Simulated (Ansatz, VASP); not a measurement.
**Se: VASP beside Ansatz**

```xyz
3
Lattice="4.3116 0.0000 0.0000 -2.1558 3.7340 0.0000 0.0000 0.0000 4.9494" Properties=species:S:1:pos:R:3 pbc="T T T"
Se    0.9356    0.0000    0.8249
Se   -0.4678    0.8103    4.1245
Se    1.6880    2.9237    2.4747
```

Change from the starting cell: equal xx and yy strain of -1 %, crystal datasets.

Alike in both runs: task electric field gradients; functional PBEsol; k mesh 8 × 8 × 6; occupations fermi-dirac, width 0.02 eV; no spin polarisation.

```csv
,VASP,Ansatz
version,VASP 6.6.1,Ansatz 0.2.0
potentials or method,"VASP PAW PBE potentials, release 64 (Se), cutoff 520 eV","all-electron PAW with datasets made for the crystal, scalar-relativistic"
```

VASP gave:

| Quantity | Value |
| --- | --- |
| gap on the k mesh at the Fermi level (eV) | 1.01 |
| pressure (GPa) | 4.2 |
| traceless stress, the component that is largest in VASP (GPa) | 2.01 |
| rms of the force components (eV/Å) | 0.747 |
| size of Vzz on the site where it differs most (V/Å²) | 473.2 |

Task: What did Ansatz give for the same quantities?

Result: gap on the k mesh at the Fermi level (eV): 1.03; pressure (GPa): 4.0; traceless stress, the component that is largest in VASP (GPa): 1.88; rms of the force components (eV/Å): 0.707; size of Vzz on the site where it differs most (V/Å²): 496.9.

VASP's potentials were made for PBE, not for PBEsol. Atom by atom the forces differ by 0.039 eV/Å (rms over components). Ansatz ran all-electron here, and VASP with PAW potentials.
